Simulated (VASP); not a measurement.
A run of VASP 6.6.1:

INCAR

```
PREC     = Accurate       # precision mode
ENCUT    = 520            # plane-wave cutoff, eV
EDIFF    = 1E-6           # SCF threshold, eV
ISMEAR   = 0              # smearing method
SIGMA    = 0.1            # smearing width, eV
LREAL    = False          # projectors in reciprocal space
LASPH    = True           # aspherical terms in the spheres
NELM     = 60             # most SCF steps
ALGO     = Normal         # electronic algorithm
ISIF     = 2              # what is computed and relaxed
LWAVE    = False          # write WAVECAR
LCHARG   = False          # write CHGCAR
GGA      = PE             # functional
NBANDS   = 34             # bands
```

Contents of KPOINTS:

```
regular mesh
0
Gamma
  12 12 8
```

The input POSCAR:

```
SiBiS
1.0
    4.9891473533      0.0000000000      0.0000000000
   -2.4945736767      4.3207283512      0.0000000000
    0.0000000000      0.0000000000      5.9645362158
Si Bi S
2 2 2
Direct
    0.3333333333      0.6666666667      0.7500000000
    0.6666666667      0.3333333333      0.2500000000
    0.3333333333      0.6666666667      0.2500000000
    0.6666666667      0.3333333333      0.7500000000
    0.0000000000      0.0000000000      0.0000000000
    0.0000000000      0.0000000000      0.5000000000
```

Potentials or basis: VASP PAW PBE potentials, release 64 (Si, Bi_d, S).

The run is started by

```sh
$ cat potpaw_PBE.64/Si/POTCAR potpaw_PBE.64/Bi_d/POTCAR potpaw_PBE.64/S/POTCAR > POTCAR
$ mpirun -np 1 vasp_std > vasp.out
```

Hardware: 1 thread of AMD EPYC 9R45 96-Core Processor (Zen 5), with other jobs on the host.

**Question.** Estimate the wall time of this run.

**Answer.** Run time: 3.7 min on 1 thread of AMD EPYC 9R45 96-Core Processor (Zen 5), on a shared host, peak memory 0.47 GiB. Counts: scf iterations 13, k points 95.
